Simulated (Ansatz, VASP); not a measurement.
# Two plane-wave programs on W

```
W
1.0
    -1.59171    1.59171    1.59171
     1.59171   -1.59171    1.59171
     1.59171    1.59171   -1.59171
W
1
Direct
  0.00000 0.00000 0.00000
```

Alike in both runs: functional PBE; k mesh 19 × 19 × 19; occupations fermi-dirac, width 0.08 eV; no spin polarisation.

Ansatz relaxed the structure, and its values are those at the end. VASP's run is a single point on that final structure, the one shown.

```csv
,VASP,Ansatz
version,VASP 6.6.1,Ansatz 0.2.0
potentials or method,"VASP PAW PBE potentials, release 64 (W_sv)","PAW with Ansatz's default frozen-core files, scalar-relativistic"
plane-wave cutoff (eV),520,420
valence electrons in the cell,14,14
```

```tsv
	VASP	Ansatz	Ansatz less VASP
pressure (GPa)	0.5	0.0	-0.51
```

Neither program's run includes spin-orbit coupling.
